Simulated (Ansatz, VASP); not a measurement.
**Two plane-wave programs on CaSe**

```
Ca Se
1.0
     0.00000    2.85443    2.85443
     2.85443    0.00000    2.85443
     2.85443    2.85443    0.00000
Ca Se
1 1
Direct
  0.50000 0.50000 0.50000
  0.00000 0.00000 0.00000
```

Alike in both runs: task single point; functional PBE; k mesh 8 × 8 × 8; occupations gaussian, width 0.02 eV; no spin polarisation.

|  | VASP | Ansatz |
| --- | --- | --- |
| version | VASP 6.6.1 | Ansatz 0.2.0 |
| potentials or method | VASP PAW PBE potentials, release 64 (Ca_sv, Se), cutoff 520 eV | scalar-relativistic, plane waves, PAW |
| valence electrons in the cell | 16 | 26 |

```csv
,VASP,Ansatz,Ansatz less VASP
gap on the k mesh at the Fermi level (eV),1.73,1.74,+0.014
least direct gap on the mesh (eV),2.76,2.78,+0.012
pressure (GPa),8.2,8.0,-0.27
```

VASP's potentials hold 16 valence electrons a cell and Ansatz's 26, so a difference there can come from the potentials and not from the codes.
